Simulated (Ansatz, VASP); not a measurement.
## One calculation of Sn, two programs

The input INCAR:

```
ALGO = Fast
EDIFF = 1E-6
EDIFFG = -0.01
ENCUT = 600
GGA = CA
IBRION = 2
ISIF = 3
ISMEAR = 0
LASPH = T
LCHARG = F
LREAL = F
LWAVE = F
NELM = 60
NSW = 80
PREC = Accurate
SIGMA = 0.1
```

The input KPOINTS:

```
k-points
0
Gamma
  12 12 6
```

File POSCAR:

```
Sn
1.0
    4.5628888589      0.0000000000      0.0000000000
   -2.2814444295      3.9515776665      0.0000000000
    0.0000000000      0.0000000000      7.5053152296
Sn
4
Direct
    0.3333333333      0.6666666667      0.0627362939
    0.6666666667      0.3333333333      0.5627362939
    0.3333333333      0.6666666667      0.4372637061
    0.6666666667      0.3333333333      0.9372637061
```

Input for Ansatz:

```yaml
crystal:
  lattice:
    - [4.5628888589, 0.0, 0.0]
    - [-2.2814444295, 3.9515776665, 0.0]
    - [0.0, 0.0, 7.5053152296]
  atoms:
    - { symbol: Sn, position: [0.3333333333, 0.6666666667, 0.0627362939] }
    - { symbol: Sn, position: [0.6666666667, 0.3333333333, 0.5627362939] }
    - { symbol: Sn, position: [0.3333333333, 0.6666666667, 0.4372637061] }
    - { symbol: Sn, position: [0.6666666667, 0.3333333333, 0.9372637061] }
basis:
  ecutwfc: 420
kpoints:
  mp_grid: { grid: [12, 12, 6] }
hamiltonian:
  xc: lda
scf:
  occupations: { method: gaussian, width: 0.1 }
output:
  forces: true
  stress: true
  eigenvalues: true
relax:
  adjacent_minimum: "off"
  f_tol: 0.01
  max_steps: 60
  cell: { stress_tol: 0.1 }
```

Alike in both runs: task relaxation of cell and atoms; functional LDA; k mesh 12 × 12 × 6; occupations gaussian, width 0.1 eV; no spin polarisation.

```csv
,VASP,Ansatz
version,VASP 6.6.1,Ansatz 0.2.0
potentials or method,"VASP PAW LDA potentials, release 64 (Sn_d), cutoff 600 eV","scalar-relativistic, plane waves, PAW"
valence electrons in the cell,56,56
```

```csv
,VASP,Ansatz,Ansatz less VASP
"gap on the k mesh at the Fermi level, each at its own relaxed structure (eV)",none,none,-
relaxed volume (Å³/atom),33.83,33.83,0.000
relaxed length of the cell vector where the two differ most in proportion (Å),4.563,4.563,0.0000
```

LDA's correlation is that of Perdew and Zunger in VASP and of Perdew and Wang (1992) in Ansatz. A gap of «none» marks a metal or a gap that the smearing closes.

Noted on VASP's run: the relaxation stopped at its first step, so nothing moved.
